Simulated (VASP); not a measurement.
## BAs: single point with PBE

The system is BAs.

```
B As
1.0
     0.00000    2.42766    2.42766
     2.42766    0.00000    2.42766
     2.42766    2.42766    0.00000
B As
1 1
Cartesian
  0.0000 0.0000 0.0000
  1.2138 1.2138 1.2138
```

```
Program                : VASP 6.6.1
Task                   : single point
Functional             : PBE
Potentials or basis    : VASP PAW PBE potentials, release 64 (B, As)
Cutoff                 : 520 eV
k mesh                 : 8 × 8 × 8
Occupations            : gaussian, width 0.01 eV
Spin                   : no spin polarisation
Dipole correction      : no
Further INCAR settings : ALGO = Normal; EDIFF = 1e-06; NBANDS = 11
```

```json
{
  "Pressure": "-3.0 GPa",
  "Band gap on the k mesh": "1.23 eV, indirect (least direct gap 3.22 eV)"
}
```

Levels at points of the mesh, in eV from the valence-band top:
| k point | band 2 | band 3 | band 4 | band 5 | band 6 | band 7 |
| --- | --- | --- | --- | --- | --- | --- |
| (0.00, 0.00, 0.00) | 0.00 | 0.00 | 0.00 | 3.22 | 3.22 | 3.22 |
| (0.50, 0.00, 0.00) | -8.44 | -1.74 | -1.74 | 2.41 | 4.72 | 4.72 |
| (0.50, 0.50, 0.00) | -8.26 | -3.88 | -3.88 | 1.48 | 1.49 | 10.91 |

Wall time 18 s on 1 thread of AMD EPYC 7R13, on a shared host, peak memory 0.13 GiB.

A k mesh can miss the band edges. As with any semilocal functional, this PBE gap is likely too small.
